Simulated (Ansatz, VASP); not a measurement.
BP in VASP and in Ansatz

```
B P
1.0
    -3.23618    3.76582    2.63730
     3.23618   -3.76582    2.63730
     3.23618    3.76582   -2.63730
B P
6 6
Cartesian
  2.5631 2.5977 0.0000
  2.5631 -2.5977 2.6373
  0.6731 6.3635 0.0000
  0.6731 1.1681 2.6373
  0.0000 3.7658 1.3186
  3.2362 0.0000 1.3186
  0.6731 2.5977 0.0000
  3.9093 1.1681 0.0000
  0.0000 0.0000 1.3186
  0.0000 0.0000 3.9559
  -0.6731 2.5977 2.6373
  2.5631 1.1681 2.6373
```

Alike in both runs: task relaxation of cell and atoms; functional PBE; k mesh 4 × 4 × 4; occupations gaussian, width 0.1 eV; no spin polarisation.

|  | VASP | Ansatz |
| --- | --- | --- |
| version | VASP 6.6.1 | Ansatz 0.2.0 |
| potentials or method | VASP PAW PBE potentials, release 64 (B, P), cutoff 600 eV | scalar-relativistic, plane waves, PAW |
| valence electrons in the cell | 48 | 48 |

```tsv
	VASP	Ansatz	Ansatz less VASP
gap on the k mesh at the Fermi level, each at its own relaxed structure (eV)	none	none	-
relaxed volume (Å³/atom)	12.34	12.35	+0.017
relaxed cell length with the largest relative difference (Å)	5.835	5.838	+0.0026
```

A gap of «none» marks a metal or a gap that the smearing closes.

The k mesh is coarse, so the values compare programs but aren't converged. Noted on VASP's run: the volume moved by over 15 % at a fixed basis, so the end points are rough.
